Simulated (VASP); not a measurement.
Here is a VASP 6.6.1 calculation.

The input INCAR:

```
  ALGO = Normal
  EDIFF = 1E-7
  ENCUT = 520
  GGA = PE
  ISIF = 2
  ISMEAR = 0
  LASPH = T
  LCHARG = F
  LREAL = F
  LWAVE = F
  NBANDS = 15
  NELM = 60
  PREC = Accurate
  SIGMA = 0.1
```

Contents of KPOINTS:

```
k-points
0
Gamma
  14 14 14
```

File POSCAR:

```
TaN
1.0
    0.0404204500      2.1781284000      2.1688894400
    2.1646403900     -0.0004140100      2.2097239000
    2.2105519200      2.2648743900     -0.0463255400
Ta N
1 1
Direct
    0.5875768701      0.4435061955      0.4543001377
   -0.0875768701      0.0564938045      0.0456998623
```

Potentials or basis: VASP PAW PBE potentials, release 64 (Ta_pv, N).

The run is started by

```bash
$ cat potpaw_PBE.64/Ta_pv/POTCAR potpaw_PBE.64/N/POTCAR > POTCAR
$ mpirun -np 1 vasp_std > vasp.out
```

**Question.** What does it give for the band gap on the k mesh?

**Answer.** Zero (band 8 reaches 10.91 eV, above the bottom of band 9 at 7.98 eV).

**Question.** Estimate the largest force.

**Answer.** 9.197 eV/Å.

Forces on the atoms (eV/Å):
```
Ta   9.172 -0.464 -0.496
N   -9.172  0.464  0.496
```

Caveat: the cell differs from its parent crystal (atoms moved at random and the cell strained at random); spin-orbit coupling is left out, which moves the levels of the heavy elements; forces of over 1 eV/Å act on the atoms, so gaps and moduli don't describe the material at rest.
